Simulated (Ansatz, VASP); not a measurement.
## SiC in VASP and in Ansatz

```xyz
2
Lattice="0.0000 2.1606 2.1606 2.1606 0.0000 2.1606 2.1839 2.1839 -0.0233" Properties=species:S:1:pos:R:3 pbc="T T T"
Si    0.0000    0.0000    0.0000
C     3.2583    3.2583    3.2233
```

Alike in both runs: task single point; functional PBE; k mesh 12 × 12 × 12; occupations gaussian, width 0.05 eV; no spin polarisation.

|  | VASP | Ansatz |
| --- | --- | --- |
| version | VASP 6.6.1 | Ansatz 0.2.0 |
| potentials or method | VASP PAW PBE potentials, release 64 (Si, C), cutoff 520 eV | scalar-relativistic, plane waves, PAW |
| valence electrons in the cell | 8 | 8 |

```csv
,VASP,Ansatz,Ansatz less VASP
gap on the k mesh at the Fermi level (eV),1.31,1.31,+0.003
least direct gap on the mesh (eV),4.46,4.47,+0.004
pressure (GPa),5.4,5.5,+0.06
"traceless stress, the component that is largest in VASP (GPa)",-2.98,-2.97,+0.011
rms of the force components (eV/Å),0.087,0.088,+0.0003
```

Atom by atom the forces differ by 0.000 eV/Å (rms over components).
